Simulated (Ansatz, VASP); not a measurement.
# Zn in VASP and in Ansatz

```
Zn
1.0
     0.00000    2.00017    2.00017
     2.00017    0.00000    2.00017
     2.00017    2.00017    0.00000
Zn
1
Direct
  0.00000 0.00000 0.00000
```

Alike in both runs: task single point; functional PBE; k mesh 18 × 18 × 18; occupations gaussian, width 0.1 eV; no spin polarisation.

|  | VASP | Ansatz |
| --- | --- | --- |
| version | VASP 6.6.1 | Ansatz 0.2.0 |
| potentials or method | VASP PAW PBE potentials, release 64 (Zn), cutoff 520 eV | scalar-relativistic, plane waves, PAW |
| valence electrons in the cell | 12 | 12 |

VASP gave:

* gap on the k mesh at the Fermi level (eV): none
* pressure (GPa): -3.0

Problem. What did Ansatz give for the same quantities?

Solution. gap on the k mesh at the Fermi level (eV): none; pressure (GPa): -3.2.

A gap of «none» marks a metal or a gap that the smearing closes.
